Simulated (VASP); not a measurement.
# C (a cell with a defect) in VASP: notebook, part 2 of 2

VASP 6.6.1.

## Step 5: Single point, PBEsol

Contents of INCAR:

```
SYSTEM = C
  PREC = Accurate
  ENCUT = 520
  EDIFF = 1E-6
  ISMEAR = 0
  SIGMA = 0.05
  LREAL = Auto
  LASPH = .TRUE.
  NELM = 100
  ALGO = Normal
  ISIF = 2
  LWAVE = .FALSE.
  LCHARG = .FALSE.
  GGA = PS
  NBANDS = 43
```

Contents of KPOINTS:

```
Automatic mesh
0
G
  6 6 6
  0 0 0
```

Contents of POSCAR:

```
C
1.0
    0.0000000000      3.5537981836     -3.5537981836
   -3.5537981836      0.0000000000     -3.5537981836
   -3.5537981836      3.5537981836      0.0000000000
C
15
Direct
    0.2500000000      0.7500000000      0.2500000000
    0.7500000000      0.2500000000      0.2500000000
    0.2500000000      0.2500000000      0.2500000000
    0.7500000000      0.7500000000      0.7500000000
    0.2500000000      0.7500000000      0.7500000000
    0.7500000000      0.2500000000      0.7500000000
    0.2500000000      0.2500000000      0.7500000000
    0.8750000000      0.3750000000      0.3750000000
    0.3750000000      0.3750000000      0.3750000000
    0.7879181863      0.7879181863      0.4085386275
    0.3750000000      0.8750000000      0.3750000000
    0.8750000000      0.3750000000      0.8750000000
    0.3750000000      0.3750000000      0.8750000000
    0.8750000000      0.8750000000      0.8750000000
    0.3750000000      0.8750000000      0.8750000000
```

Potentials or basis: VASP PAW PBE potentials, release 64 (C).

The run is started by

```console
cat potpaw_PBE.64/C/POTCAR > POTCAR
mpirun -np 1 vasp_std > vasp.out
```

OUTCAR:

```text
SYSTEM = C
   PREC = Accurate
   ENCUT = 520
   EDIFF = 1E-6
   ISMEAR = 0
   LREAL = Auto
   LASPH = .TRUE.
   NELM = 100
   ISIF = 2
   GGA = PS

 ion  position               nearest neighbor table
   1  0.250  0.750  0.250-  11 1.54   9 1.54  15 1.54  10 1.98
   2  0.750  0.250  0.250-   8 1.54   9 1.54  12 1.54  10 1.98
   3  0.250  0.250  0.250-   9 1.54   8 1.54  11 1.54  13 1.54
   4  0.750  0.750  0.750-  14 1.54  12 1.54  15 1.54  10 1.55
   5  0.250  0.750  0.750-  15 1.54  13 1.54  14 1.54  11 1.54
   6  0.750  0.250  0.750-  12 1.54   8 1.54  13 1.54  14 1.54
   7  0.250  0.250  0.750-  13 1.54  12 1.54   9 1.54  15 1.54
   8  0.875  0.375  0.375-   2 1.54   3 1.54   6 1.54  10 1.97
   9  0.375  0.375  0.375-   3 1.54   2 1.54   1 1.54   7 1.54
  10  0.788  0.788  0.409-   4 1.55   8 1.97  11 1.97   2 1.98   1 1.98
  11  0.375  0.875  0.375-   1 1.54   3 1.54   5 1.54  10 1.97
  12  0.875  0.375  0.875-   6 1.54   4 1.54   2 1.54   7 1.54
  13  0.375  0.375  0.875-   7 1.54   5 1.54   6 1.54   3 1.54
  14  0.875  0.875  0.875-   4 1.54   5 1.54   6 1.54
  15  0.375  0.875  0.875-   5 1.54   4 1.54   1 1.54   7 1.54

  LATTYP: Found a face centered cubic cell.
 ALAT       =     7.1075963672

  Lattice vectors:

 A1 = (   0.0000000000,   3.5537981836,  -3.5537981836)
 A2 = (  -3.5537981836,   0.0000000000,  -3.5537981836)
 A3 = (  -3.5537981836,   3.5537981836,   0.0000000000)

Analysis of symmetry for initial positions (statically):
=====================================================================
 Subroutine PRICEL returns:
 Original cell was already a primitive cell.

 Routine SETGRP: Setting up the symmetry group for a
 face centered cubic supercell.

 Subroutine GETGRP returns: Found  2 space group operations
 (whereof  2 operations were pure point group operations)
 out of a pool of 48 trial point group operations.

The static configuration has the point symmetry C_1h.

Analysis of symmetry for dynamics (positions and initial velocities):
=====================================================================
[... 179 lines left out ...]
  ext. energy  EPLUGINS =         0.00000000
  ---------------------------------------------------
  free energy    TOTEN  =      -134.79720568 eV

  energy without entropy =     -134.79509755  energy(sigma->0) =     -134.79615162

 E-fermi :   9.3682     XC(G=0): -13.2218

 val. band max:        9.3521417286   @ k =   0.0000   0.5000   0.3333
 cond. band min:       9.3919982194   @ k =   0.1667   0.1667   0.3333
 fundamental gap:      0.0398564909
 Fermi energy:         9.3681848191

 k-point     1 :       0.0000    0.0000    0.0000
  band No.  band energies     occupation
      1     -12.1356      2.00000
      2      -6.7775      2.00000
      3      -6.5799      2.00000
      4      -6.3115      2.00000
      5      -5.5366      2.00000
      6      -4.4845      2.00000
[... 1069 lines left out ...]
     41      17.7003      0.00000
     42      18.3316      0.00000

 [... further k-points ...]

 [bands above 42 left out]

------------------------ aborting loop because EDIFF is reached ----------------------------------------

  FORCE on cell =-STRESS in cart. coord.  units (eV):
  Direction    XX          YY          ZZ          XY          YZ          ZX
  --------------------------------------------------------------------------------------
  -------------------------------------------------------------------------------------
  Total       -3.5816012     -3.5816012     -7.1666800      6.0853023      9.1323025     -9.1323036
  in kB      -63.9262941    -63.9262941   -127.9146582    108.6136634    162.9981195   -162.9981377
  external PRESSURE =     -85.2557488 kB  Pullay stress =       0.0000000 kB

 VOLUME and BASIS-vectors are now :
 -----------------------------------------------------------------------------
  energy-cutoff  :      520.00
  volume of cell :       89.77
      direct lattice vectors                 reciprocal lattice vectors
     0.000000000  3.553798184 -3.553798184     0.140694540  0.140694540 -0.140694540
    -3.553798184  0.000000000 -3.553798184    -0.140694540 -0.140694540 -0.140694540
    -3.553798184  3.553798184  0.000000000    -0.140694540  0.140694540  0.140694540

 POSITION                                       TOTAL-FORCE (eV/Angst)
 -----------------------------------------------------------------------------------
     -3.55380      1.77690     -3.55380         2.117262      1.121033     -0.475244
     -1.77690      3.55380     -3.55380        -1.121033     -2.117262     -0.475244
     -1.77690      1.77690     -1.77690        -0.178825      0.178825     -0.378703
     -5.33070      5.33070     -5.33070        -0.313381      0.313381      3.067082
     -5.33070      3.55380     -3.55380        -0.818924      0.452937      0.748701
     -3.55380      5.33070     -3.55380        -0.452937      0.818924      0.748701
     -3.55380      3.55380     -1.77690         0.019277     -0.019277     -0.188823
     -2.66535      4.44225     -4.44225         1.165155      2.696597      1.099024
     -2.66535      2.66535     -2.66535         0.104912     -0.104912     -0.006227
     -4.25197      4.25197     -5.60020         0.779122     -0.779122     -5.281307
     -4.44225      2.66535     -4.44225        -2.696597     -1.165155      1.099024
     -4.44225      6.21915     -4.44225        -0.051802      1.297518      1.268296
     -4.44225      4.44225     -2.66535         0.119262     -0.119262     -0.019341
     -6.21915      6.21915     -6.21915         2.626028     -2.626028     -2.474236
     -6.21915      4.44225     -4.44225        -1.297518      0.051802      1.268296
 -----------------------------------------------------------------------------------
    total drift:                                0.006055     -0.006055     -0.000374

  FREE ENERGIE OF THE ION-ELECTRON SYSTEM (eV)
  ---------------------------------------------------
  free  energy   TOTEN  =      -134.7972056842 eV

  energy  without entropy=     -134.7950975461  energy(sigma->0) =     -134.79615162
```

OSZICAR:

```text
N       E                     dE             d eps       ncg     rms          rms(c)
DAV:   1     0.160177112836E+03    0.16018E+03   -0.31892E+04  5848   0.136E+03
DAV:   2    -0.125700503501E+03   -0.28588E+03   -0.27284E+03  7213   0.261E+02
DAV:   3    -0.138948405635E+03   -0.13248E+02   -0.13094E+02  7520   0.526E+01
DAV:   4    -0.139139527076E+03   -0.19112E+00   -0.19055E+00  7704   0.654E+00
DAV:   5    -0.139142835313E+03   -0.33082E-02   -0.33060E-02  7560   0.852E-01    0.144E+01
DAV:   6    -0.135750934378E+03    0.33919E+01   -0.39135E+00  7453   0.917E+00    0.832E+00
DAV:   7    -0.134860112739E+03    0.89082E+00   -0.21430E+00  7208   0.659E+00    0.332E+00
DAV:   8    -0.134797953214E+03    0.62160E-01   -0.23000E-01  7282   0.231E+00    0.136E+00
DAV:   9    -0.134797606638E+03    0.34658E-03   -0.42786E-02  7264   0.103E+00    0.403E-01
DAV:  10    -0.134797242949E+03    0.36369E-03   -0.56380E-03  7247   0.372E-01    0.169E-01
DAV:  11    -0.134797197436E+03    0.45512E-04   -0.83436E-04  7328   0.140E-01    0.353E-02
DAV:  12    -0.134797201776E+03   -0.43390E-05   -0.80915E-05  7405   0.455E-02    0.183E-02
DAV:  13    -0.134797205113E+03   -0.33374E-05   -0.96500E-06  7352   0.155E-02    0.906E-03
DAV:  14    -0.134797205684E+03   -0.57135E-06   -0.15014E-06  4637   0.708E-03
   1 F= -.13479721E+03 E0= -.13479615E+03  d E =-.210814E-02
```

It took 14 min on 1 thread of Intel Xeon 8259CL, shared host; peak memory 0.33 GiB.

Results:

```yaml
Free_energy: -134.7972 eV
Pressure: -8.5 GPa
Largest_force: 5.395 eV/Å
Band_gap_on_the_k_mesh: zero (bands 30 and 31 overlap by 2.09 eV)
```

Forces on the atoms (eV/Å):
```
C    2.117  1.121 -0.475
C   -1.121 -2.117 -0.475
C   -0.179  0.179 -0.379
C   -0.313  0.313  3.067
C   -0.819  0.453  0.749
C   -0.453  0.819  0.749
C    0.019 -0.019 -0.189
C    1.165  2.697  1.099
C    0.105 -0.105 -0.006
C    0.779 -0.779 -5.281
C   -2.697 -1.165  1.099
C   -0.052  1.298  1.268
C    0.119 -0.119 -0.019
C    2.626 -2.626 -2.474
C   -1.298  0.052  1.268
```

Caveat: the cell differs from its parent crystal (atoms taken out, atom 10 moved 0.375 of the way to it and +0.350 Å across, host rigid); the PAW data sets were made with another functional, which shifts forces and pressure a little.

## Step 6: The runs side by side

```csv
cell,gap on the mesh (eV),pressure (GPa),largest force (eV/Å)
"as given, atomic positions A",none,-1.6,8.47
"as given, atomic positions B",none,6.3,9.71
"as given, atomic positions C",none,-1.1,8.13
"as given, atomic positions D",none,-8.5,5.40
```

Alike in all rows: task single point; level PBEsol; potentials or basis VASP PAW PBE potentials, release 64 (C); no spin polarisation; k mesh 6 × 6 × 6; cutoff (eV) 520; smearing gaussian 0.05 eV.

Caveats: the PAW data sets were made with another functional, which shifts forces and pressure a little.

Total energies depend on the potentials used, so only differences within one code and one set of settings carry meaning.
